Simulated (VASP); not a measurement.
# AlGa5As6 (P31m) in VASP: further runs

Runs on AlGa5As6. Level: PBE. Tasks: single point, relaxation of cell and atoms.

All numbers are computed with VASP 6.6.1; they aren't measurements. Logs are shortened: lines on timing, memory, paths and dates and some standing lists are left out, and cuts for length are marked.

### Step 1. The cell of the first run

It takes space group P31m (No. 157, trigonal). The conventional cell has a = 6.740 Å, b = 6.740 Å, c = 6.395 Å, α = 90.00°, β = 90.00°, γ = 120.00°. Within 3.2 Å of Al (site symmetry 3m) lie 4 As at 2.39 to 2.40 Å. Ga (site symmetry 3) has 4 As at 2.39 to 2.40 Å within 3.2 Å. Ga (site symmetry m) has 4 As at 2.39 to 2.40 Å within 3.2 Å. As (site symmetry 3m) has 3 Ga at 2.39 Å and 1 Al at 2.40 Å within 3.2 Å. Within 3.2 Å of As (site symmetry 3) lie 4 Ga at 2.39 to 2.40 Å. As (site symmetry m) has 1 Al at 2.39 Å and 3 Ga at 2.39 to 2.40 Å within 3.2 Å.

### Step 2. Single point, PBE

Contents of INCAR:

```
SYSTEM = AlGa5As6
PREC = Accurate
ENCUT = 500
EDIFF = 1E-6
ISMEAR = 0
SIGMA = 0.1
LREAL = .FALSE.
LASPH = .TRUE.
NELM = 120
ALGO = Normal
ISIF = 2
LWAVE = .FALSE.
LCHARG = .FALSE.
GGA = PE
NBANDS = 61
GGA_COMPAT = .FALSE.
```

Contents of KPOINTS:

```
regular mesh
0
G
  3 3 4
  0 0 0
```

Contents of POSCAR:

```
AlGa5As6
1.0
    6.7398823400      0.0000000000      0.0000000000
   -3.3699411700      5.8369093300      0.0000000000
    0.0000000000      0.0000000000      6.3951809100
Al Ga As
1 5 6
Direct
    0.0000000000      0.0000000000      0.0006830000
    0.6666666700      0.3333333300      0.0006830000
    0.3333333300      0.6666666700      0.0006830000
    0.3333333300      0.0000000000      0.5006830000
    0.0000000000      0.3333333300      0.5006830000
    0.6666666700      0.6666666700      0.5006830000
    0.0000000000      0.0000000000      0.3753170100
    0.6666666700      0.3333333300      0.3753170100
    0.3333333300      0.6666666700      0.3753170100
    0.3333333300      0.0000000000      0.8753170100
    0.0000000000      0.3333333300      0.8753170100
    0.6666666700      0.6666666700      0.8753170100
```

Potentials or basis: VASP PAW PBE potentials, release 64 (Al, Ga_d, As).

Started as:

```
$ cat potpaw_PBE.64/Al/POTCAR potpaw_PBE.64/Ga_d/POTCAR potpaw_PBE.64/As/POTCAR > POTCAR
$ mpirun -np 1 vasp_std > vasp.out
```

OUTCAR:

```text
SYSTEM = AlGa5As6
   PREC = Accurate
   ENCUT = 500
   EDIFF = 1E-6
   ISMEAR = 0
   LREAL = .FALSE.
   LASPH = .TRUE.
   NELM = 120
   ISIF = 2
   GGA = PE

 ion  position               nearest neighbor table
   1  0.000  0.000  0.001-  10 2.39  11 2.39  12 2.39   7 2.40
   2  0.667  0.333  0.001-  11 2.39  10 2.39  12 2.39   8 2.40
   3  0.333  0.667  0.001-  10 2.39  11 2.39  12 2.39   9 2.40
   4  0.333  0.000  0.501-   7 2.39   9 2.39   8 2.39  10 2.40
   5  0.000  0.333  0.501-   8 2.39   7 2.39   9 2.39  11 2.40
   6  0.667  0.667  0.501-   7 2.39   9 2.39   8 2.39  12 2.40
   7  0.000  0.000  0.375-   4 2.39   5 2.39   6 2.39   1 2.40
   8  0.667  0.333  0.375-   5 2.39   4 2.39   6 2.39   2 2.40
   9  0.333  0.667  0.375-   4 2.39   5 2.39   6 2.39   3 2.40
  10  0.333  0.000  0.875-   1 2.39   3 2.39   2 2.39   4 2.40
  11  0.000  0.333  0.875-   2 2.39   1 2.39   3 2.39   5 2.40
  12  0.667  0.667  0.875-   1 2.39   3 2.39   2 2.39   6 2.40

  LATTYP: Found a hexagonal cell.
 ALAT       =     6.7398823400
 C/A-ratio  =     0.9488564618

  Lattice vectors:

 A1 = (   6.7398823400,   0.0000000000,   0.0000000000)
 A2 = (  -3.3699411700,   5.8369093300,   0.0000000000)
 A3 = (   0.0000000000,   0.0000000000,   6.3951809100)

Analysis of symmetry for initial positions (statically):
=====================================================================
 Subroutine PRICEL returns:
 Original cell was already a primitive cell.

 Routine SETGRP: Setting up the symmetry group for a
 hexagonal supercell.

 Subroutine GETGRP returns: Found  6 space group operations
 (whereof  6 operations were pure point group operations)
 out of a pool of 24 trial point group operations.

The static configuration has the point symmetry C_3v.

Analysis of symmetry for dynamics (positions and initial velocities):
=====================================================================
 Subroutine PRICEL returns:
 Original cell was already a primitive cell.

 Routine SETGRP: Setting up the symmetry group for a
 hexagonal supercell.

 Subroutine GETGRP returns: Found  6 space group operations
 (whereof  6 operations were pure point group operations)
 out of a pool of 24 trial point group operations.

The dynamic configuration has the point symmetry C_3v.

 Subroutine INISYM returns: Found  6 space group operations
 (whereof  6 operations are pure point group operations),
 and found     1 'primitive' translations

----------------------------------------------------------------------------------------

                                     Primitive cell

  volume of cell :     251.5869

  direct lattice vectors                    reciprocal lattice vectors
     6.739882340  0.000000000  0.000000000     0.148370543  0.085661773  0.000000000
    -3.369941170  5.836909330  0.000000000     0.000000000  0.171323545  0.000000000
     0.000000000  0.000000000  6.395180910     0.000000000  0.000000000  0.156367742

  length of vectors
     6.739882340  6.739882344  6.395180910     0.171323545  0.171323545  0.156367742

  position of ions in fractional coordinates (direct lattice)
     0.000000000  0.000000000  0.000683000
     0.666666670  0.333333330  0.000683000
     0.333333330  0.666666670  0.000683000
     0.333333330  0.000000000  0.500683000
     0.000000000  0.333333330  0.500683000
     0.666666670  0.666666670  0.500683000
     0.000000000  0.000000000  0.375317010
     0.666666670  0.333333330  0.375317010
     0.333333330  0.666666670  0.375317010
     0.333333330  0.000000000  0.875317010
     0.000000000  0.333333330  0.875317010
     0.666666670  0.666666670  0.875317010

  ion indices of the primitive-cell ions
   primitive index   ion index
                 1           1
                 2           2
                 3           3
                 4           4
                 5           5
                 6           6
                 7           7
                 8           8
                 9           9
                10          10
                11          11
                12          12

----------------------------------------------------------------------------------------

 KPOINTS: regular mesh

Automatic generation of k-mesh.
 Grid dimensions read from file:
 generate k-points for:    3    3    4

 Generating k-lattice:

  Cartesian coordinates                     Fractional coordinates (reciprocal lattice)
     0.049456848  0.028553924  0.000000000     0.333333333  0.000000000  0.000000000
     0.000000000  0.057107848  0.000000000     0.000000000  0.333333333  0.000000000
     0.000000000  0.000000000  0.039091936     0.000000000  0.000000000  0.250000000

  Length of vectors
     0.057107848  0.057107848  0.039091936

  Shift w.r.t. Gamma in fractional coordinates (k-lattice)
     0.000000000  0.000000000  0.000000000

 Subroutine IBZKPT returns following result:
 ===========================================

 Found     10 irreducible k-points:

 Following reciprocal coordinates:
            Coordinates               Weight
  0.000000  0.000000  0.000000      1.000000
  0.333333  0.000000  0.000000      6.000000
  0.333333  0.333333  0.000000      2.000000
  0.000000  0.000000  0.250000      2.000000
  0.333333  0.000000  0.250000     12.000000
  0.333333  0.333333  0.250000      2.000000
 -0.333333 -0.333333  0.250000      2.000000
  0.000000  0.000000  0.500000      1.000000
  0.333333  0.000000  0.500000      6.000000
  0.333333  0.333333  0.500000      2.000000
   k-points           NKPTS =     10   k-points in BZ     NKDIM =     10   number of bands    NBANDS=     61
   number of dos      NEDOS =    301   number of ions     NIONS =     12
   total plane-waves  NPLWV = 120000
   dimension x,y,z NGX =    50 NGY =   50 NGZ =   48
   dimension x,y,z NGXF=   100 NGYF=  100 NGZF=   96
   ions per type =               1   5   6
   NGX,Y,Z   is equivalent  to a cutoff of  12.33, 12.33, 12.48 a.u.
   NGXF,Y,Z  is equivalent  to a cutoff of  24.67, 24.67, 24.96 a.u.
 SYSTEM =  AlGa5As6
   PREC   = accura    normal or accurate (medium, high low for compatibility)
   ISTART =      0    job   : 0-new  1-cont  2-samecut
   ICHARG =      2    charge: 1-file 2-atom 10-const
   ISPIN  =      1    spin polarized calculation?
   LNONCOLLINEAR =      F non collinear calculations
   LSORBIT =      F    spin-orbit coupling
   LASPH  =      T    aspherical Exc in radial PAW
   ENCUT  =  500.0 eV  36.75 Ry    6.06 a.u.  12.29 12.29 11.66*2*pi/ulx,y,z
   NELM   =    120;   NELMIN=  2; NELMDL= -5     # of ELM steps
   EDIFF  = 0.1E-05   stopping-criterion for ELM
   LREAL  =      F    real-space projection
   EDIFFG = 0.1E-04   stopping-criterion for IOM
   NSW    =      0    number of steps for IOM
   IBRION =     -1    ionic relax: 0-MD 1-quasi-New 2-CG
   NFREE  =      0    steps in history (QN), initial steepest desc. (CG)
   ISIF   =      2    stress and relaxation
   ISYM   =      2    0-nonsym 1-usesym 2-fastsym
   POTIM  = 0.5000    time-step for ionic-motion
   TEBEG  =    0.0;   TEEND  =   0.0 temperature during run
   PSTRESS=    0.0 pullay stress
   NELECT =      98.0000    total number of electrons
   NUPDOWN=      -1.0000    fix difference up-down
   EMIN   =  10.00;   EMAX   =-10.00  energy-range for DOS
   EFERMI =   0.00;   METHOD = LEGACY
   ISMEAR =     0;   SIGMA  =   0.10  broadening in eV -4-tet -1-fermi 0-gaus
   EFERMI_NEDOS =   21; number of points for ismear=-14 and -15
   IALGO  =     38    algorithm
   IMIX   =      4    mixing-type and parameters
     AMIX     =   0.40;   BMIX     =  1.00
     AMIX_MAG =   1.60;   BMIX_MAG =  1.00
  volume/ion in A,a.u.               =      20.97       141.48
  Fermi-wavevector in a.u.,A,eV,Ry     =   1.195604  2.259365 19.449117  1.429470
  Thomas-Fermi vector in A             =   2.331566
   LORBIT       =      0    0 simple, 1 ext, 2 COOP (PROOUT), +10 PAW based schemes
   GGA     = PE    functional components
   LHFCALC =     F    Hartree Fock is set to
   AEXX    =    0.0000 exact exchange contribution
   IVDW    =     0    specifies the selected vdW correction
   LEPSILON=     F    determine dielectric tensor
   LRPA    =     F    only Hartree local field effects (RPA)
 non-spin polarized calculation
 Gauss-broadening in eV      SIGMA  =   0.10
  energy-cutoff  :      500.00
  volume of cell :      251.59
 maximum number of plane-waves:      6432
 NGX is ok and might be reduce to    50
   NGX = 25   NGY = 25   NGZ = 23

 number of electron      98.0000019 magnetization

 Free energy of the ion-electron system (eV)
  ---------------------------------------------------
  ext. energy  EPLUGINS =         0.00000000
  ---------------------------------------------------
  free energy    TOTEN  =       -49.64094527 eV

  energy without entropy =      -49.64094527  energy(sigma->0) =      -49.64094527

 E-fermi :   5.1895     XC(G=0):  -9.8265

 val. band max:        4.7477699583   @ k =   0.0000   0.0000   0.0000
 cond. band min:       5.7361151436   @ k =   0.0000   0.0000   0.0000
 fundamental gap:      0.9883451853
 Fermi energy:         5.1894921507

 k-point     1 :       0.0000    0.0000    0.0000
  band No.  band energies     occupation
      1     -10.3716      2.00000
      2     -10.3630      2.00000
      3     -10.3301      2.00000
      4     -10.3301      2.00000
      5     -10.3167      2.00000
      6     -10.2365      2.00000
[... 53 lines left out ...]
     60      10.2917      0.00000
     61      10.2928      0.00000

 k-point     2 :       0.3333    0.0000    0.0000
  band No.  band energies     occupation
      1     -10.3732      2.00000
      2     -10.3618      2.00000
      3     -10.3403      2.00000
      4     -10.3199      2.00000
      5     -10.3113      2.00000
      6     -10.2628      2.00000
[... 510 lines left out ...]
      5     -10.3028      2.00000
      6     -10.3028      2.00000
[... 53 lines left out ...]
     60       8.4527      0.00000
     61       8.7657      0.00000

------------------------ aborting loop because EDIFF is reached ----------------------------------------

  FORCE on cell =-STRESS in cart. coord.  units (eV):
  Direction    XX          YY          ZZ          XY          YZ          ZX
  --------------------------------------------------------------------------------------
  -------------------------------------------------------------------------------------
  Total       15.7190309     15.7190310     16.2223300      0.0000000     -0.0000000      0.0000000
  in kB      100.1032677    100.1032679    103.3084194      0.0000000     -0.0000000      0.0000000
  external PRESSURE =     101.1716516 kB  Pullay stress =       0.0000000 kB

 VOLUME and BASIS-vectors are now :
 -----------------------------------------------------------------------------
  energy-cutoff  :      500.00
  volume of cell :      251.59
      direct lattice vectors                 reciprocal lattice vectors
     6.739882340  0.000000000  0.000000000     0.148370543  0.085661773  0.000000000
    -3.369941170  5.836909330  0.000000000     0.000000000  0.171323545  0.000000000
     0.000000000  0.000000000  6.395180910     0.000000000  0.000000000  0.156367742

 POSITION                                       TOTAL-FORCE (eV/Angst)
 -----------------------------------------------------------------------------------
      0.00000      0.00000      0.00437        -0.000000     -0.000000      0.023293
      3.36994      1.94564      0.00437        -0.000000      0.000000      0.034462
     -0.00000      3.89127      0.00437        -0.000000     -0.000000      0.034462
      2.24663      0.00000      3.20196         0.017162      0.000000      0.070234
     -1.12331      1.94564      3.20196        -0.008581      0.014863      0.070234
      2.24663      3.89127      3.20196        -0.008581     -0.014863      0.070234
      0.00000      0.00000      2.40022        -0.000000     -0.000000     -0.126961
      3.36994      1.94564      2.40022        -0.000000      0.000000     -0.050713
     -0.00000      3.89127      2.40022        -0.000000      0.000000     -0.050713
      2.24663      0.00000      5.59781        -0.031862      0.000000     -0.024844
     -1.12331      1.94564      5.59781         0.015931     -0.027594     -0.024844
      2.24663      3.89127      5.59781         0.015931      0.027594     -0.024844
 -----------------------------------------------------------------------------------
    total drift:                               -0.000003     -0.000006     -0.003249

  FREE ENERGIE OF THE ION-ELECTRON SYSTEM (eV)
  ---------------------------------------------------
  free  energy   TOTEN  =       -49.6409452659 eV

  energy  without entropy=      -49.6409452659  energy(sigma->0) =      -49.64094527
```

It took 82 s on 1 thread of AMD EPYC 9R45 (Zen 5), shared host; peak memory 0.37 GiB.

What came out:

| Item | Value |
| --- | --- |
| Free energy | -49.6409 eV |
| Pressure | 10.1 GPa |
| Largest force | 0.127 eV/Å |
| Band gap on the k mesh | 0.99 eV |

Forces on the atoms (eV/Å):
```
Al   0.000  0.000  0.023
Ga   0.000  0.000  0.034
Ga   0.000  0.000  0.034
Ga   0.017  0.000  0.070
Ga  -0.009  0.015  0.070
Ga  -0.009 -0.015  0.070
As   0.000  0.000 -0.127
As   0.000  0.000 -0.051
As   0.000  0.000 -0.051
As  -0.032  0.000 -0.025
As   0.016 -0.028 -0.025
As   0.016  0.028 -0.025
```

Levels at points of the mesh, in eV from the valence-band top:
```
           k point  band 45  band 46  band 47  band 48  band 49  band 50  band 51  band 52  band 53  band 54
(0.00, 0.00, 0.00)    -1.34    -1.34    -0.17     0.00     0.00     0.99     1.48     1.99     1.99     3.56
(0.00, 0.00, 0.50)    -1.83    -0.81    -0.81    -0.72    -0.72     1.74     1.83     2.16     2.16     2.26
```

Caveat: the cell stands under pressure; an odd mesh through Γ misses points on the zone boundary, where band edges can lie.

### Step 3. Single point, PBE

This run uses another cell than the first one, of 23.63 Å³/atom.

Contents of INCAR:

```
  PREC = Accurate
  ENCUT = 500
  EDIFF = 1E-6
  ISMEAR = 0
  SIGMA = 0.1
  LREAL = False
  LASPH = True
  NELM = 120
  ALGO = Normal
  ISIF = 2
  LWAVE = False
  LCHARG = False
  GGA = PE
  NBANDS = 61
  GGA_COMPAT = False
```

Contents of KPOINTS:

```
Automatic mesh
0
Gamma
  3 3 4
```

Contents of POSCAR:

```
AlGa5As6
1.0
    7.0098547370      0.0000000000      0.0000000000
   -3.5049273685      6.0707122791      0.0000000000
    0.0000000000      0.0000000000      6.6632850265
Al Ga As
1 5 6
Direct
    0.0000000000      0.0000000000      0.0005261256
    0.6666666667      0.3333333333      0.0007591520
    0.3333333333      0.6666666667      0.0007591520
    0.3332371399      0.0000000000      0.5012493613
    0.0000000000      0.3332371399      0.5012493613
    0.6667628601      0.6667628601      0.5012493613
    0.0000000000      0.0000000000      0.3737026307
    0.6666666667      0.3333333333      0.3751384387
    0.3333333333      0.6666666667      0.3751384387
    0.3326703093      0.0000000000      0.8754093461
    0.0000000000      0.3326703093      0.8754093461
    0.6673296907      0.6673296907      0.8754093461
```

Potentials or basis: VASP PAW PBE potentials, release 64 (Al, Ga_d, As).

Started as:

```
$ cat potpaw_PBE.64/Al/POTCAR potpaw_PBE.64/Ga_d/POTCAR potpaw_PBE.64/As/POTCAR > POTCAR
$ mpirun -np 1 vasp_std > vasp.out
```

OUTCAR:

```text
PREC = Accurate
   ENCUT = 500
   EDIFF = 1E-6
   ISMEAR = 0
   LREAL = False
   LASPH = True
   NELM = 120
   ISIF = 2
   GGA = PE

 ion  position               nearest neighbor table
   1  0.000  0.000  0.001-  10 2.48  11 2.48  12 2.48   7 2.49
   2  0.667  0.333  0.001-  11 2.48  10 2.48  12 2.48   8 2.49
   3  0.333  0.667  0.001-  10 2.48  11 2.48  12 2.48   9 2.49
   4  0.333  0.000  0.501-   9 2.48   8 2.48   7 2.49  10 2.49
   5  0.000  0.333  0.501-   8 2.48   9 2.48   7 2.49  11 2.49
[... 854 lines left out ...]

 VOLUME and BASIS-vectors are now :
 -----------------------------------------------------------------------------
  energy-cutoff  :      500.00
  volume of cell :      283.55
      direct lattice vectors                 reciprocal lattice vectors
     7.009854737  0.000000000  0.000000000     0.142656309  0.082362658  0.000000000
    -3.504927369  6.070712279  0.000000000     0.000000000  0.164725316  0.000000000
     0.000000000  0.000000000  6.663285026     0.000000000  0.000000000  0.150076126

 POSITION                                       TOTAL-FORCE (eV/Angst)
 -----------------------------------------------------------------------------------
      0.00000      0.00000      0.00351         0.000000      0.000000     -0.004326
      3.50493      2.02357      0.00506         0.000000     -0.000000     -0.002168
     -0.00000      4.04714      0.00506         0.000000      0.000000     -0.002168
      2.33594      0.00000      3.33997         0.000075     -0.000000     -0.004201
     -1.16797      2.02299      3.33997        -0.000037      0.000065     -0.004201
      2.33696      4.04773      3.33997        -0.000037     -0.000065     -0.004201
      0.00000      0.00000      2.49009         0.000000     -0.000000      0.000566
      3.50493      2.02357      2.49965         0.000000     -0.000000      0.003340
     -0.00000      4.04714      2.49965         0.000000     -0.000000      0.003340
      2.33197      0.00000      5.83310        -0.003296      0.000000      0.004673
     -1.16599      2.01955      5.83310         0.001648     -0.002854      0.004673
      2.33894      4.05117      5.83310         0.001648      0.002854      0.004673
 -----------------------------------------------------------------------------------
    total drift:                               -0.000001     -0.000002     -0.002416

  FREE ENERGIE OF THE ION-ELECTRON SYSTEM (eV)
  ---------------------------------------------------
  free  energy   TOTEN  =       -50.5677061396 eV

  energy  without entropy=      -50.5676323696  energy(sigma->0) =      -50.56766925
```

stdout:

```text
POSCAR found type information on POSCAR AlGaAs
 POSCAR found :  3 types and      12 ions
 scaLAPACK will be used
 LDA part: xc-table for (Slater+PW92), standard interpolation
 POSCAR, INCAR and KPOINTS ok, starting setup
 FFT: planning ... GRIDC
 FFT: planning ... GRID_SOFT
 FFT: planning ... GRID
 WAVECAR not read
 entering main loop
```

It took 1.7 min on 1 thread of AMD EPYC 9R45 (Zen 5), shared host; peak memory 0.41 GiB.

What came out:

```yaml
Free_energy: -50.5677 eV
Pressure: 0.2 GPa
Largest_force: 0.006 eV/Å
Band_gap_on_the_k_mesh: 0.40 eV
```

Forces in eV/Å, atoms in the order of the input:
```
Al   0.000  0.000 -0.004
Ga   0.000  0.000 -0.002
Ga   0.000  0.000 -0.002
Ga   0.000  0.000 -0.004
Ga   0.000  0.000 -0.004
Ga   0.000  0.000 -0.004
As   0.000  0.000  0.001
As   0.000  0.000  0.003
As   0.000  0.000  0.003
As  -0.003  0.000  0.005
As   0.002 -0.003  0.005
As   0.002  0.003  0.005
```

Levels at points of the mesh, in eV from the valence-band top:
| k point | band 46 | band 47 | band 48 | band 49 | band 50 | band 51 | band 52 | band 53 |
| --- | --- | --- | --- | --- | --- | --- | --- | --- |
| (0.00, 0.00, 0.00) | -1.15 | -0.17 | 0.00 | 0.00 | 0.40 | 0.84 | 2.31 | 2.31 |
| (0.00, 0.00, 0.50) | -0.69 | -0.69 | -0.60 | -0.60 | 1.37 | 1.49 | 1.99 | 1.99 |

(Continued in part 2 of 2.)
